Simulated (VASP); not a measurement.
# V (Im-3m) in VASP: further runs

The runs below take V through single point, with PBE.

All numbers are computed with VASP 6.6.1; they aren't measurements. Logs are shortened: lines on timing, memory, paths and dates and some standing lists are left out, and cuts for length are marked.

## Step 1: The cell of the first run

The structure is cubic, space group Im-3m (No. 229). The conventional cell has a = 2.998 Å, b = 2.998 Å, c = 2.998 Å, α = 90.00°, β = 90.00°, γ = 90.00°. V (site symmetry m-3m) has 14 V at 2.60 to 3.00 Å within 3.4 Å.

## Step 2: Single point, PBE

Input file INCAR:

```
PREC     = Accurate       # precision mode
ENCUT    = 520            # plane-wave cutoff, eV
EDIFF    = 1E-6           # SCF threshold, eV
ISMEAR   = -1             # smearing method
SIGMA    = 0.1            # smearing width, eV
LREAL    = False          # projectors in reciprocal space
LASPH    = True           # aspherical terms in the spheres
NELM     = 80             # most SCF steps
ALGO     = Normal         # electronic algorithm
ISIF     = 2              # what is computed and relaxed
LWAVE    = False          # write WAVECAR
LCHARG   = False          # write CHGCAR
GGA      = PE             # functional
NBANDS   = 12             # bands
```

Input file KPOINTS:

```
Automatic mesh
0
Gamma
  2 2 2
```

Input file POSCAR:

```
V
1.0
   -1.4991761207      1.4991761207      1.4991761207
    1.4991761207     -1.4991761207      1.4991761207
    1.4991761207      1.4991761207     -1.4991761207
V
1
Direct
    0.0000000000      0.0000000000      0.0000000000
```

Potentials or basis: VASP PAW PBE potentials, release 64 (V_sv).

The run is started by

```console
> cat potpaw_PBE.64/V_sv/POTCAR > POTCAR
> mpirun -np 1 vasp_std > vasp.out
```

OUTCAR:

```text
PREC = Accurate
   ENCUT = 520
   EDIFF = 1E-6
   ISMEAR = -1
   LREAL = False
   LASPH = True
   NELM = 80
   ISIF = 2
   GGA = PE

 ion  position               nearest neighbor table
   1  0.000  0.000  0.000-

  LATTYP: Found a body centered cubic cell.
 ALAT       =     2.9983522414

  Lattice vectors:

 A1 = (  -1.4991761207,   1.4991761207,   1.4991761207)
 A2 = (   1.4991761207,  -1.4991761207,   1.4991761207)
 A3 = (   1.4991761207,   1.4991761207,  -1.4991761207)

Analysis of symmetry for initial positions (statically):
=====================================================================
 Subroutine PRICEL returns:
 Original cell was already a primitive cell.

 Routine SETGRP: Setting up the symmetry group for a
 body centered cubic supercell.

 Subroutine GETGRP returns: Found 48 space group operations
 (whereof 48 operations were pure point group operations)
 out of a pool of 48 trial point group operations.

The static configuration has the point symmetry O_h .

Analysis of symmetry for dynamics (positions and initial velocities):
=====================================================================
 Subroutine PRICEL returns:
 Original cell was already a primitive cell.

 Routine SETGRP: Setting up the symmetry group for a
 body centered cubic supercell.

 Subroutine GETGRP returns: Found 48 space group operations
 (whereof 48 operations were pure point group operations)
 out of a pool of 48 trial point group operations.

The dynamic configuration has the point symmetry O_h .

 Subroutine INISYM returns: Found 48 space group operations
 (whereof 48 operations are pure point group operations),
 and found     1 'primitive' translations

----------------------------------------------------------------------------------------

                                     Primitive cell

  volume of cell :      13.4778

  direct lattice vectors                    reciprocal lattice vectors
    -1.499176121  1.499176121  1.499176121     0.000000000  0.333516518  0.333516518
     1.499176121 -1.499176121  1.499176121     0.333516518  0.000000000  0.333516518
     1.499176121  1.499176121 -1.499176121     0.333516518  0.333516518  0.000000000

  length of vectors
     2.596649211  2.596649211  2.596649211     0.471663583  0.471663583  0.471663583

  position of ions in fractional coordinates (direct lattice)
     0.000000000  0.000000000  0.000000000

  ion indices of the primitive-cell ions
   primitive index   ion index
                 1           1

----------------------------------------------------------------------------------------

 KPOINTS: Automatic mesh

Automatic generation of k-mesh.
 Grid dimensions read from file:
 generate k-points for:    2    2    2

 Generating k-lattice:

  Cartesian coordinates                     Fractional coordinates (reciprocal lattice)
     0.000000000  0.166758259  0.166758259     0.500000000  0.000000000  0.000000000
     0.166758259  0.000000000  0.166758259     0.000000000  0.500000000  0.000000000
     0.166758259  0.166758259  0.000000000     0.000000000  0.000000000  0.500000000

  Length of vectors
     0.235831792  0.235831792  0.235831792

  Shift w.r.t. Gamma in fractional coordinates (k-lattice)
     0.000000000  0.000000000  0.000000000

 Subroutine IBZKPT returns following result:
 ===========================================

 Found      3 irreducible k-points:

 Following reciprocal coordinates:
            Coordinates               Weight
  0.000000  0.000000  0.000000      1.000000
  0.500000  0.000000  0.000000      6.000000
  0.500000  0.500000  0.500000      1.000000
   k-points           NKPTS =      3   k-points in BZ     NKDIM =      3   number of bands    NBANDS=     12
   number of dos      NEDOS =    301   number of ions     NIONS =      1
   total plane-waves  NPLWV =   8000
   dimension x,y,z NGX =    20 NGY =   20 NGZ =   20
   dimension x,y,z NGXF=    40 NGYF=   40 NGZF=   40
   ions per type =               1
   NGX,Y,Z   is equivalent  to a cutoff of  12.80, 12.80, 12.80 a.u.
   NGXF,Y,Z  is equivalent  to a cutoff of  25.61, 25.61, 25.61 a.u.
 SYSTEM =  unknown system
   PREC   = accura    normal or accurate (medium, high low for compatibility)
   ISTART =      0    job   : 0-new  1-cont  2-samecut
   ICHARG =      2    charge: 1-file 2-atom 10-const
   ISPIN  =      1    spin polarized calculation?
   LNONCOLLINEAR =      F non collinear calculations
   LSORBIT =      F    spin-orbit coupling
   LASPH  =      T    aspherical Exc in radial PAW
   ENCUT  =  520.0 eV  38.22 Ry    6.18 a.u.   4.83  4.83  4.83*2*pi/ulx,y,z
   NELM   =     80;   NELMIN=  2; NELMDL= -5     # of ELM steps
   EDIFF  = 0.1E-05   stopping-criterion for ELM
   LREAL  =      F    real-space projection
   EDIFFG = 0.1E-04   stopping-criterion for IOM
   NSW    =      0    number of steps for IOM
   IBRION =     -1    ionic relax: 0-MD 1-quasi-New 2-CG
   NFREE  =      0    steps in history (QN), initial steepest desc. (CG)
   ISIF   =      2    stress and relaxation
   ISYM   =      2    0-nonsym 1-usesym 2-fastsym
   POTIM  = 0.5000    time-step for ionic-motion
   TEBEG  =    0.0;   TEEND  =   0.0 temperature during run
   PSTRESS=    0.0 pullay stress
   NELECT =      13.0000    total number of electrons
   NUPDOWN=      -1.0000    fix difference up-down
   EMIN   =  10.00;   EMAX   =-10.00  energy-range for DOS
   EFERMI =   0.00;   METHOD = LEGACY
   ISMEAR =    -1;   SIGMA  =   0.10  broadening in eV -4-tet -1-fermi 0-gaus
   EFERMI_NEDOS =   21; number of points for ismear=-14 and -15
   IALGO  =     38    algorithm
   IMIX   =      4    mixing-type and parameters
     AMIX     =   0.40;   BMIX     =  1.00
     AMIX_MAG =   1.60;   BMIX_MAG =  1.00
  volume/ion in A,a.u.               =      13.48        90.95
  Fermi-wavevector in a.u.,A,eV,Ry     =   1.617521  3.056672 35.597938  2.616375
  Thomas-Fermi vector in A             =   2.711933
   LORBIT       =      0    0 simple, 1 ext, 2 COOP (PROOUT), +10 PAW based schemes
   GGA     = PE    functional components
   LHFCALC =     F    Hartree Fock is set to
   AEXX    =    0.0000 exact exchange contribution
   IVDW    =     0    specifies the selected vdW correction
   LEPSILON=     F    determine dielectric tensor
   LRPA    =     F    only Hartree local field effects (RPA)
 non-spin polarized calculation
  energy-cutoff  :      520.00
  volume of cell :       13.48
 maximum number of plane-waves:       370
 NGX is ok and might be reduce to    20
   NGX =  9   NGY =  9   NGZ =  9

 number of electron      12.9999989 magnetization

 Free energy of the ion-electron system (eV)
  ---------------------------------------------------
  ext. energy  EPLUGINS =         0.00000000
  ---------------------------------------------------
  free energy    TOTEN  =        -9.44581014 eV

  energy without entropy =       -9.35022501  energy(sigma->0) =       -9.39801758

 E-fermi :  11.2851     XC(G=0): -12.8340

 val. band max:       10.3578909118   @ k =   0.0000   0.0000   0.0000
 cond. band min:      11.3543603611   @ k =   0.5000   0.0000   0.0000
 fundamental gap:      0.9964694494
 Fermi energy:        11.2850588841

 k-point     1 :       0.0000    0.0000    0.0000
  band No.  band energies     occupation
      1     -53.6583      2.00000
      2     -26.9714      2.00000
      3     -26.9714      2.00000
      4     -26.9714      2.00000
      5       3.1229      2.00000
      6      10.3579      1.99981
      7      10.3579      1.99981
      8      10.3579      1.99981
      9      12.4115      0.00003
     10      12.4115      0.00003
     11      30.1698      0.00000
     12      30.1698      0.00000

 k-point     2 :       0.5000    0.0000    0.0000
  band No.  band energies     occupation
      1     -53.4577      2.00000
      2     -27.8861      2.00000
      3     -27.2565      2.00000
      4     -26.9787      2.00000
      5       6.6549      2.00000
      6       8.7806      2.00000
      7      11.3544      0.66673
      8      12.4100      0.00003
      9      12.7874      0.00000
     10      14.1293      0.00000
     11      20.0662      0.00000
     12      25.5755      0.00000

 k-point     3 :       0.5000    0.5000    0.5000
  band No.  band energies     occupation
      1     -53.3199      2.00000
      2     -27.5950      2.00000
      3     -27.5950      2.00000
      4     -27.5950      2.00000
      5       6.8684      2.00000
      6       6.8684      2.00000
      7      13.7294      0.00000
      8      13.7294      0.00000
      9      13.7294      0.00000
     10      19.9281      0.00000
     11      19.9281      0.00000
     12      19.9281      0.00000

------------------------ aborting loop because EDIFF is reached ----------------------------------------

  FORCE on cell =-STRESS in cart. coord.  units (eV):
  Direction    XX          YY          ZZ          XY          YZ          ZX
  --------------------------------------------------------------------------------------
  -------------------------------------------------------------------------------------
  Total       -1.9139963     -1.9139963     -1.9139963      0.0000000     -0.0000000      0.0000000
  in kB     -227.5274089   -227.5274089   -227.5274089      0.0000000     -0.0000000      0.0000000
  external PRESSURE =    -227.5274089 kB  Pullay stress =       0.0000000 kB

 VOLUME and BASIS-vectors are now :
 -----------------------------------------------------------------------------
  energy-cutoff  :      520.00
  volume of cell :       13.48
      direct lattice vectors                 reciprocal lattice vectors
    -1.499176121  1.499176121  1.499176121     0.000000000  0.333516518  0.333516518
     1.499176121 -1.499176121  1.499176121     0.333516518  0.000000000  0.333516518
     1.499176121  1.499176121 -1.499176121     0.333516518  0.333516518  0.000000000

 POSITION                                       TOTAL-FORCE (eV/Angst)
 -----------------------------------------------------------------------------------
      0.00000      0.00000      0.00000         0.000000     -0.000000      0.000000
 -----------------------------------------------------------------------------------
    total drift:                                0.000000     -0.000000      0.000000

  FREE ENERGIE OF THE ION-ELECTRON SYSTEM (eV)
  ---------------------------------------------------
  free  energy   TOTEN  =        -9.4458101445 eV

  energy  without entropy=       -9.3502250098  energy(sigma->0) =       -9.39801758
```

Run time: 3.2 s. Hardware: 1 thread of AMD EPYC 7R43 (Zen 3), shared host; peak memory 0.08 GiB.

What came out:

- Free energy: -9.4458 eV
- Pressure: -22.8 GPa

Caveat: the k points lie up to 1.48 Å⁻¹ apart.

## Step 3: Single point, PBE

Input file INCAR:

```
  ALGO = Normal
  EDIFF = 1E-6
  ENCUT = 520
  GGA = PE
  ISIF = 2
  ISMEAR = -1
  LASPH = True
  LCHARG = False
  LREAL = False
  LWAVE = False
  NBANDS = 12
  NELM = 80
  PREC = Accurate
  SIGMA = 0.1
```

Input file KPOINTS:

```
k-points
0
Gamma
  4 4 4
```

POSCAR is that of step 2.

Potentials or basis: VASP PAW PBE potentials, release 64 (V_sv).

The run is started by

```console
> cat potpaw_PBE.64/V_sv/POTCAR > POTCAR
> mpirun -np 1 vasp_std > vasp.out
```

It took 4.5 s on 1 thread of AMD EPYC 7R43 (Zen 3), shared host; peak memory 0.09 GiB.

Results (log left out):

| Quantity | Value |
| --- | --- |
| Free energy | -9.1161 eV |
| Pressure | -0.6 GPa |

Levels at points of the mesh, in eV from the Fermi level:
```csv
k point,band 2,band 3,band 4,band 5,band 6,band 7,band 8,band 9,band 10,band 11
"(0.00, 0.00, 0.00)",-37.07,-37.07,-37.07,-6.58,0.38,0.38,0.38,2.39,2.39,20.49
"(0.50, 0.00, 0.00)",-37.96,-37.35,-37.07,-3.18,-1.15,1.64,2.39,2.74,4.07,10.14
"(0.50, 0.50, 0.50)",-37.68,-37.68,-37.68,-3.01,-3.01,3.68,3.68,3.68,10.20,10.20
```

Caveat: the k points lie up to 0.74 Å⁻¹ apart.

## Step 4: Single point, PBE

Input file INCAR:

```
PREC     = Accurate       # precision mode
ENCUT    = 520            # plane-wave cutoff, eV
EDIFF    = 1E-6           # SCF threshold, eV
ISMEAR   = -1             # smearing method
SIGMA    = 0.1            # smearing width, eV
LREAL    = False          # projectors in reciprocal space
LASPH    = True           # aspherical terms in the spheres
NELM     = 100            # most SCF steps
ALGO     = Normal         # electronic algorithm
ISIF     = 2              # what is computed and relaxed
LWAVE    = False          # write WAVECAR
LCHARG   = False          # write CHGCAR
GGA      = PE             # functional
NBANDS   = 12             # bands
```

Input file KPOINTS:

```
regular mesh
0
Gamma
  5 5 5
```

POSCAR is that of step 3.

Potentials or basis: VASP PAW PBE potentials, release 64 (V_sv).

The run is started by

```console
> cat potpaw_PBE.64/V_sv/POTCAR > POTCAR
> mpirun -np 1 vasp_std > vasp.out
```

OUTCAR:

```text
PREC = Accurate
   ENCUT = 520
   EDIFF = 1E-6
   ISMEAR = -1
   LREAL = False
   LASPH = True
   NELM = 100
   ISIF = 2
   GGA = PE

 ion  position               nearest neighbor table
   1  0.000  0.000  0.000-

  LATTYP: Found a body centered cubic cell.
 ALAT       =     2.9983522414

  Lattice vectors:

 A1 = (  -1.4991761207,   1.4991761207,   1.4991761207)
[... 311 lines left out ...]
      9      13.0634      0.00000
     10      17.3241      0.00000
     11      21.6837      0.00000
     12      21.6837      0.00000

------------------------ aborting loop because EDIFF is reached ----------------------------------------

  FORCE on cell =-STRESS in cart. coord.  units (eV):
  Direction    XX          YY          ZZ          XY          YZ          ZX
  --------------------------------------------------------------------------------------
  -------------------------------------------------------------------------------------
  Total        0.1480416      0.1480416      0.1480416     -0.0000000     -0.0000000      0.0000000
  in kB       17.5985344     17.5985344     17.5985344     -0.0000000     -0.0000000      0.0000000
  external PRESSURE =      17.5985344 kB  Pullay stress =       0.0000000 kB

 VOLUME and BASIS-vectors are now :
 -----------------------------------------------------------------------------
  energy-cutoff  :      520.00
  volume of cell :       13.48
      direct lattice vectors                 reciprocal lattice vectors
    -1.499176121  1.499176121  1.499176121     0.000000000  0.333516518  0.333516518
     1.499176121 -1.499176121  1.499176121     0.333516518  0.000000000  0.333516518
     1.499176121  1.499176121 -1.499176121     0.333516518  0.333516518  0.000000000

 POSITION                                       TOTAL-FORCE (eV/Angst)
 -----------------------------------------------------------------------------------
      0.00000      0.00000      0.00000         0.000000     -0.000000     -0.000000
 -----------------------------------------------------------------------------------
    total drift:                                0.000000     -0.000000      0.000000

  FREE ENERGIE OF THE ION-ELECTRON SYSTEM (eV)
  ---------------------------------------------------
  free  energy   TOTEN  =        -8.9854417366 eV

  energy  without entropy=       -8.9153107495  energy(sigma->0) =       -8.95037624
```

OSZICAR:

```text
N       E                     dE             d eps       ncg     rms          rms(c)
DAV:   1     0.948091299293E+02    0.94809E+02   -0.71255E+03   240   0.120E+03
DAV:   2    -0.919170649888E+01   -0.10400E+03   -0.10125E+03   248   0.335E+02
DAV:   3    -0.103728906541E+02   -0.11812E+01   -0.11792E+01   260   0.433E+01
DAV:   4    -0.103788710519E+02   -0.59804E-02   -0.59803E-02   260   0.323E+00
DAV:   5    -0.103789501995E+02   -0.79148E-04   -0.79148E-04   260   0.342E-01    0.182E+01
DAV:   6    -0.900969547151E+01    0.13693E+01   -0.31603E+00   244   0.298E+01    0.156E+00
DAV:   7    -0.899353265181E+01    0.16163E-01   -0.27430E-02   248   0.225E+00    0.104E+00
DAV:   8    -0.898539293112E+01    0.81397E-02   -0.45205E-03   252   0.102E+00    0.719E-02
DAV:   9    -0.898544035609E+01   -0.47425E-04   -0.17590E-04   248   0.192E-01    0.333E-02
DAV:  10    -0.898544083261E+01   -0.47652E-06   -0.10567E-05   260   0.480E-02    0.517E-03
DAV:  11    -0.898544173658E+01   -0.90397E-06   -0.74120E-07   132   0.147E-02
   1 F= -.89854417E+01 E0= -.89503762E+01  d E =-.701310E-01
```

stdout:

```text
POSCAR found type information on POSCAR V
 POSCAR found :  1 types and       1 ions
 scaLAPACK will be used
 LDA part: xc-table for (Slater+PW92), standard interpolation
 POSCAR, INCAR and KPOINTS ok, starting setup
 FFT: planning ... GRIDC
 FFT: planning ... GRID_SOFT
 FFT: planning ... GRID
 WAVECAR not read
 entering main loop
```

Wall time 4.8 s (1 thread of AMD EPYC 7R43 (Zen 3), shared host); peak memory 0.08 GiB.

What came out:

```yaml
Free_energy: -8.9854 eV
Pressure: 1.8 GPa
```

Caveat: the k points lie up to 0.59 Å⁻¹ apart.

## Step 5: Single point, PBE

Input file INCAR:

```
SYSTEM = V
PREC     = Accurate       ! precision mode
ENCUT    = 520            ! plane-wave cutoff, eV
EDIFF    = 1E-6           ! SCF threshold, eV
ISMEAR   = -1             ! smearing method
SIGMA    = 0.1            ! smearing width, eV
LREAL    = .False.        ! projectors in reciprocal space
LASPH    = .True.         ! aspherical terms in the spheres
NELM     = 100            ! most SCF steps
ALGO     = Normal         ! electronic algorithm
ISIF     = 2              ! what is computed and relaxed
LWAVE    = .False.        ! write WAVECAR
LCHARG   = .False.        ! write CHGCAR
GGA      = PE             ! functional
NBANDS   = 12             ! bands
```

Input file KPOINTS:

```
Automatic mesh
0
Gamma
  7 7 7
  0 0 0
```

POSCAR is that of step 4.

The run is started by

```console
> cat potpaw_PBE.64/V_sv/POTCAR > POTCAR
> mpirun -np 1 vasp_std > vasp.out
```

Wall time 6.4 s (1 thread of AMD EPYC 7R43 (Zen 3), shared host); peak memory 0.08 GiB.

Results (log left out):

* Free energy: -9.0243 eV
* Pressure: 0.7 GPa

Levels at points of the mesh, in eV from the Fermi level:
```
           k point  band 3  band 4  band 5  band 6  band 7  band 8  band 9  band 10
(0.00, 0.00, 0.00)  -36.97  -36.97   -6.52    0.47    0.47    0.47    2.47     2.47
```

Caveat: the k points lie up to 0.42 Å⁻¹ apart.

## Step 6: The runs side by side

| k mesh | gap on the mesh (eV) | pressure (GPa) |
| --- | --- | --- |
| 2 × 2 × 2 | none | -22.8 |
| 4 × 4 × 4 | none | -0.6 |
| 5 × 5 × 5 | none | 1.8 |
| 7 × 7 × 7 | none | 0.7 |

Alike in all rows: task single point; level PBE; potentials or basis VASP PAW PBE potentials, release 64 (V_sv); no spin polarisation; cell as given; cutoff (eV) 520; smearing fermi-dirac 0.1 eV.

Caveats: all runs use coarse meshes.

Total energies depend on the potentials used, so only differences within one code and one set of settings carry meaning.
